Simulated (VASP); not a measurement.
# NbAs in VASP: further runs

The runs below take NbAs through single point, with PBEsol.

Program: VASP 6.6.1. These are calculated values, not measurements. Logs are shortened: lines on timing, memory, paths and dates and some standing lists are left out, and cuts for length are marked.

### 1 The cell of the first run

Symmetry: I4mm, No. 107, tetragonal system. Conventional cell: a = 3.684 Å, b = 3.684 Å, c = 5.210 Å, α = 90.00°, β = 90.00°, γ = 90.00°. Within 3.3 Å of Nb (site symmetry 4mm) lie 6 As at 2.49 to 2.73 Å. As (site symmetry 4mm) has 6 Nb at 2.49 to 2.73 Å within 3.3 Å.

### 2 Single point, PBEsol (atom 2 (As) moved 0.12 Å along x)

File INCAR:

```
PREC = Accurate
ENCUT = 520
EDIFF = 1E-6
ISMEAR = 0
SIGMA = 0.05
LREAL = False
LASPH = True
NELM = 60
ALGO = Normal
ISIF = 2
LWAVE = False
LCHARG = False
GGA = PS
NBANDS = 16
```

File KPOINTS:

```
regular mesh
0
Gamma
  10 10 10
```

File POSCAR:

```
NbAs
1.0
    0.0000000000      2.6051860634      2.6051860634
    2.6051860634      0.0000000000      2.6051860634
    2.6051860634      2.6051860634      0.0000000000
Nb As
1 1
Direct
    0.5000000000      0.5000000000      0.5000000000
   -0.0230309846      0.0230309846      0.0230309846
```

Potentials or basis: VASP PAW PBE potentials, release 64 (Nb_sv, As).

Command:

```
cat potpaw_PBE.64/Nb_sv/POTCAR potpaw_PBE.64/As/POTCAR > POTCAR
mpirun -np 1 vasp_std > vasp.out
```

OUTCAR:

```text
PREC = Accurate
   ENCUT = 520
   EDIFF = 1E-6
   ISMEAR = 0
   LREAL = False
   LASPH = True
   NELM = 60
   ISIF = 2
   GGA = PS

 ion  position               nearest neighbor table
   1  0.500  0.500  0.500-   2 2.49   2 2.61   2 2.61   2 2.61   2 2.61   2 2.73
   2  0.977  0.023  0.023-   1 2.49   1 2.61   1 2.61   1 2.61   1 2.61   1 2.73

  LATTYP: Found a face centered cubic cell.
 ALAT       =     5.2103721268

  Lattice vectors:

 A1 = (   0.0000000000,   2.6051860634,   2.6051860634)
 A2 = (   2.6051860634,   0.0000000000,   2.6051860634)
 A3 = (   2.6051860634,   2.6051860634,   0.0000000000)

Analysis of symmetry for initial positions (statically):
=====================================================================
 Subroutine PRICEL returns:
 Original cell was already a primitive cell.

 Routine SETGRP: Setting up the symmetry group for a
 face centered cubic supercell.

 Subroutine GETGRP returns: Found  8 space group operations
 (whereof  8 operations were pure point group operations)
 out of a pool of 48 trial point group operations.

The static configuration has the point symmetry C_4v.

Analysis of symmetry for dynamics (positions and initial velocities):
=====================================================================
 Subroutine PRICEL returns:
 Original cell was already a primitive cell.

 Routine SETGRP: Setting up the symmetry group for a
 face centered cubic supercell.

 Subroutine GETGRP returns: Found  8 space group operations
 (whereof  8 operations were pure point group operations)
 out of a pool of 48 trial point group operations.

The dynamic configuration has the point symmetry C_4v.

 Subroutine INISYM returns: Found  8 space group operations
 (whereof  8 operations are pure point group operations),
 and found     1 'primitive' translations

----------------------------------------------------------------------------------------

                                     Primitive cell

  volume of cell :      35.3628

  direct lattice vectors                    reciprocal lattice vectors
     0.000000000  2.605186063  2.605186063    -0.191924871  0.191924871  0.191924871
     2.605186063  0.000000000  2.605186063     0.191924871 -0.191924871  0.191924871
     2.605186063  2.605186063  0.000000000     0.191924871  0.191924871 -0.191924871

  length of vectors
     3.684289463  3.684289463  3.684289463     0.332423628  0.332423628  0.332423628

  position of ions in fractional coordinates (direct lattice)
     0.500000000  0.500000000  0.500000000
     0.976969015  0.023030985  0.023030985

  ion indices of the primitive-cell ions
   primitive index   ion index
                 1           1
                 2           2

----------------------------------------------------------------------------------------

 KPOINTS: regular mesh

Automatic generation of k-mesh.
 Grid dimensions read from file:
 generate k-points for:   10   10   10

 Generating k-lattice:

  Cartesian coordinates                     Fractional coordinates (reciprocal lattice)
    -0.019192487  0.019192487  0.019192487     0.100000000  0.000000000  0.000000000
     0.019192487 -0.019192487  0.019192487     0.000000000  0.100000000  0.000000000
     0.019192487  0.019192487 -0.019192487     0.000000000  0.000000000  0.100000000

  Length of vectors
     0.033242363  0.033242363  0.033242363

  Shift w.r.t. Gamma in fractional coordinates (k-lattice)
     0.000000000  0.000000000  0.000000000

 Subroutine IBZKPT returns following result:
 ===========================================

 Found    102 irreducible k-points:

 Following reciprocal coordinates:
            Coordinates               Weight
  0.000000  0.000000  0.000000      1.000000
  0.100000  0.000000  0.000000      8.000000
  0.200000  0.000000  0.000000      8.000000
  0.300000  0.000000  0.000000      8.000000
  0.400000  0.000000  0.000000      8.000000
  0.500000  0.000000  0.000000      4.000000
[... 16 lines left out ...]
 -0.100000  0.100000  0.000000      8.000000
  0.000000 -0.100000  0.100000      4.000000
 [... further k-points ...]
   k-points           NKPTS =    102   k-points in BZ     NKDIM =    102   number of bands    NBANDS=     16
   number of dos      NEDOS =    301   number of ions     NIONS =      2
   total plane-waves  NPLWV =  21952
   dimension x,y,z NGX =    28 NGY =   28 NGZ =   28
   dimension x,y,z NGXF=    56 NGYF=   56 NGZF=   56
   ions per type =               1   1
   NGX,Y,Z   is equivalent  to a cutoff of  12.63, 12.63, 12.63 a.u.
   NGXF,Y,Z  is equivalent  to a cutoff of  25.27, 25.27, 25.27 a.u.
 SYSTEM =  unknown system
   PREC   = accura    normal or accurate (medium, high low for compatibility)
   ISTART =      0    job   : 0-new  1-cont  2-samecut
   ICHARG =      2    charge: 1-file 2-atom 10-const
   ISPIN  =      1    spin polarized calculation?
   LNONCOLLINEAR =      F non collinear calculations
   LSORBIT =      F    spin-orbit coupling
   LASPH  =      T    aspherical Exc in radial PAW
   ENCUT  =  520.0 eV  38.22 Ry    6.18 a.u.   6.85  6.85  6.85*2*pi/ulx,y,z
   NELM   =     60;   NELMIN=  2; NELMDL= -5     # of ELM steps
   EDIFF  = 0.1E-05   stopping-criterion for ELM
   LREAL  =      F    real-space projection
   EDIFFG = 0.1E-04   stopping-criterion for IOM
   NSW    =      0    number of steps for IOM
   IBRION =     -1    ionic relax: 0-MD 1-quasi-New 2-CG
   NFREE  =      0    steps in history (QN), initial steepest desc. (CG)
   ISIF   =      2    stress and relaxation
   ISYM   =      2    0-nonsym 1-usesym 2-fastsym
   POTIM  = 0.5000    time-step for ionic-motion
   TEBEG  =    0.0;   TEEND  =   0.0 temperature during run
   PSTRESS=    0.0 pullay stress
   NELECT =      18.0000    total number of electrons
   NUPDOWN=      -1.0000    fix difference up-down
   EMIN   =  10.00;   EMAX   =-10.00  energy-range for DOS
   EFERMI =   0.00;   METHOD = LEGACY
   ISMEAR =     0;   SIGMA  =   0.05  broadening in eV -4-tet -1-fermi 0-gaus
   EFERMI_NEDOS =   21; number of points for ismear=-14 and -15
   IALGO  =     38    algorithm
   IMIX   =      4    mixing-type and parameters
     AMIX     =   0.40;   BMIX     =  1.00
     AMIX_MAG =   1.60;   BMIX_MAG =  1.00
  volume/ion in A,a.u.               =      17.68       119.32
  Fermi-wavevector in a.u.,A,eV,Ry     =   1.307124  2.470107 23.246563  1.708574
  Thomas-Fermi vector in A             =   2.437880
   LORBIT       =      0    0 simple, 1 ext, 2 COOP (PROOUT), +10 PAW based schemes
   GGA     = PS    functional components
   LHFCALC =     F    Hartree Fock is set to
   AEXX    =    0.0000 exact exchange contribution
   IVDW    =     0    specifies the selected vdW correction
   LEPSILON=     F    determine dielectric tensor
   LRPA    =     F    only Hartree local field effects (RPA)
 non-spin polarized calculation
 Gauss-broadening in eV      SIGMA  =   0.05
  energy-cutoff  :      520.00
  volume of cell :       35.36
 maximum number of plane-waves:       966
   NGX = 13   NGY = 13   NGZ = 13

 number of electron      17.9999999 magnetization

 Free energy of the ion-electron system (eV)
  ---------------------------------------------------
  ext. energy  EPLUGINS =         0.00000000
  ---------------------------------------------------
  free energy    TOTEN  =       -16.58283360 eV

  energy without entropy =      -16.58211790  energy(sigma->0) =      -16.58247575

 E-fermi :  10.0568     XC(G=0): -11.8545

 val. band max:       10.0450968627   @ k =   0.5000   0.2000  -0.3000
 cond. band min:      10.0699892563   @ k =   0.0000  -0.3000   0.1000
 fundamental gap:      0.0248923936
 Fermi energy:        10.0568027549

 k-point     1 :       0.0000    0.0000    0.0000
  band No.  band energies     occupation
      1     -45.6114      2.00000
      2     -21.6926      2.00000
      3     -21.6766      2.00000
      4     -21.6766      2.00000
      5      -3.6446      2.00000
      6       8.2611      2.00000
[... 8 lines left out ...]
     15      17.4430      0.00000
     16      23.3746      0.00000

 k-point     2 :       0.1000    0.0000    0.0000
  band No.  band energies     occupation
      1     -45.6099      2.00000
      2     -21.7056      2.00000
      3     -21.6851      2.00000
      4     -21.6781      2.00000
      5      -3.4834      2.00000
      6       7.4814      2.00000
[... 8 lines left out ...]
     15      17.7660      0.00000
     16      22.2288      0.00000

 k-point     3 :       0.2000    0.0000    0.0000
  band No.  band energies     occupation
      1     -45.6061      2.00000
      2     -21.7550      2.00000
      3     -21.6913      2.00000
      4     -21.6820      2.00000
      5      -3.0241      2.00000
      6       6.1213      2.00000
[... 8 lines left out ...]
     15      18.4710      0.00000
     16      21.0743      0.00000

 k-point     4 :       0.3000    0.0000    0.0000
  band No.  band energies     occupation
      1     -45.6014      2.00000
      2     -21.8178      2.00000
      3     -21.6964      2.00000
      4     -21.6867      2.00000
      5      -2.3467      2.00000
      6       4.6492      2.00000
[... 8 lines left out ...]
     15      19.3294      0.00000
     16      19.3552      0.00000
[... 324 lines left out ...]
 k-point    22 :       0.0000   -0.2000    0.1000
  band No.  band energies     occupation
      1     -45.6036      2.00000
      2     -21.7739      2.00000
      3     -21.7142      2.00000
      4     -21.6794      2.00000
      5      -2.7136      2.00000
      6       5.4150      2.00000
[... 8 lines left out ...]
     15      18.6869      0.00000
     16      20.2922      0.00000

 k-point    23 :      -0.1000    0.1000    0.0000
  band No.  band energies     occupation
      1     -45.6077      2.00000
      2     -21.7309      2.00000
      3     -21.6900      2.00000
      4     -21.6830      2.00000
      5      -3.2279      2.00000
      6       6.7090      2.00000
[... 8 lines left out ...]
     15      18.1556      0.00000
     16      20.8721      0.00000

 k-point    24 :       0.0000   -0.1000    0.1000
  band No.  band energies     occupation
      1     -45.6077      2.00000
      2     -21.7218      2.00000
      3     -21.7053      2.00000
      4     -21.6766      2.00000
      5      -3.2289      2.00000
      6       6.6433      2.00000
[... 8 lines left out ...]
     15      18.1632      0.00000
     16      20.8476      0.00000

 [... further k-points ...]

------------------------ aborting loop because EDIFF is reached ----------------------------------------

  FORCE on cell =-STRESS in cart. coord.  units (eV):
  Direction    XX          YY          ZZ          XY          YZ          ZX
  --------------------------------------------------------------------------------------
  -------------------------------------------------------------------------------------
  Total        0.9259259     -0.0299533     -0.0299533      0.0000000      0.0000000     -0.0000000
  in kB       41.9508334     -1.3570909     -1.3570909      0.0000000      0.0000000     -0.0000000
  external PRESSURE =      13.0788838 kB  Pullay stress =       0.0000000 kB

 VOLUME and BASIS-vectors are now :
 -----------------------------------------------------------------------------
  energy-cutoff  :      520.00
  volume of cell :       35.36
      direct lattice vectors                 reciprocal lattice vectors
     0.000000000  2.605186063  2.605186063    -0.191924871  0.191924871  0.191924871
     2.605186063  0.000000000  2.605186063     0.191924871 -0.191924871  0.191924871
     2.605186063  2.605186063  0.000000000     0.191924871  0.191924871 -0.191924871

 POSITION                                       TOTAL-FORCE (eV/Angst)
 -----------------------------------------------------------------------------------
      2.60519      2.60519      2.60519         0.998907      0.000000      0.000000
      0.12000      2.60519      2.60519        -0.998907      0.000000      0.000000
 -----------------------------------------------------------------------------------
    total drift:                               -0.000379     -0.000000     -0.000000

  FREE ENERGIE OF THE ION-ELECTRON SYSTEM (eV)
  ---------------------------------------------------
  free  energy   TOTEN  =       -16.5828336007 eV

  energy  without entropy=      -16.5821179029  energy(sigma->0) =      -16.58247575
```

It took 92 s on 1 thread of Intel Xeon 8259CL, shared host; peak memory 0.2 GiB.

What came out:

| Quantity | Value |
| --- | --- |
| Free energy | -16.5828 eV |
| Pressure | 1.3 GPa |
| Largest force | 0.999 eV/Å |
| Band gap on the k mesh | zero (band 9 reaches 10.65 eV, above the bottom of band 10 at 8.76 eV) |

Forces on the atoms (eV/Å):
```
Nb   0.999  0.000  0.000
As  -0.999  0.000  0.000
```

Caveat: the cell differs from its parent crystal (atom 2 (As) moved 0.12 Å along x); the PAW data sets were made with another functional, which shifts forces and pressure a little.

### 3 Single point, PBEsol

This run uses another cell than the first one, of 18.04 Å³/atom, 1.020 times its volume.

File INCAR:

```
PREC     = Accurate       # precision mode
ENCUT    = 520            # plane-wave cutoff, eV
EDIFF    = 1E-7           # SCF threshold, eV
ISMEAR   = 0              # smearing method
SIGMA    = 0.05           # smearing width, eV
LREAL    = F              # projectors in reciprocal space
LASPH    = T              # aspherical terms in the spheres
NELM     = 80             # most SCF steps
ALGO     = Normal         # electronic algorithm
ISIF     = 2              # what is computed and relaxed
LWAVE    = F              # write WAVECAR
LCHARG   = T              # write CHGCAR
GGA      = PS             # functional
LELF     = T              # ELF
LVHAR    = T            
NBANDS   = 16             # bands
```

KPOINTS is that of step 2.

File POSCAR:

```
NbAs
1.0
    0.0000000000      2.6572897847      2.6051860634
    2.6051860634      0.0000000000      2.6051860634
    2.6051860634      2.6572897847      0.0000000000
Nb As
1 1
Direct
    0.5000000000      0.5000000000      0.5000000000
    0.0000000000      0.0000000000      0.0000000000
```

Potentials or basis: VASP PAW PBE potentials, release 64 (Nb_sv, As).

Command:

```
cat potpaw_PBE.64/Nb_sv/POTCAR potpaw_PBE.64/As/POTCAR > POTCAR
mpirun -np 1 vasp_std > vasp.out
```

Run time: 94 s. Hardware: 1 thread of Intel Xeon 8259CL, shared host; peak memory 0.2 GiB.

It converged, with:

- Free energy: -16.6255 eV
- Pressure: -2.7 GPa
- Band gap on the k mesh: zero (band 9 reaches 10.36 eV, above the bottom of band 10 at 8.54 eV)

Stress tensor (GPa, compression positive):
```
-0.54  0.00  0.00
 0.00 -7.03  0.00
 0.00  0.00 -0.54
```

Levels at points of the mesh, in eV from the Fermi level:
| k point | band 7 | band 8 | band 9 | band 10 | band 11 | band 12 |
| --- | --- | --- | --- | --- | --- | --- |
| (0.00, 0.00, 0.00) | -1.51 | -1.51 | -0.99 | -0.90 | -0.19 | -0.13 |
| (0.50, 0.00, 0.00) | -4.46 | -4.45 | 0.57 | 0.63 | 1.48 | 3.14 |
| (0.50, 0.50, 0.00) | -3.36 | -2.12 | -2.08 | 0.05 | 1.22 | 1.32 |
| (0.50, 0.00, 0.50) | -3.38 | -1.96 | -1.96 | -0.01 | 1.28 | 1.28 |

Caveat: the PAW data sets were made with another functional, which shifts forces and pressure a little.
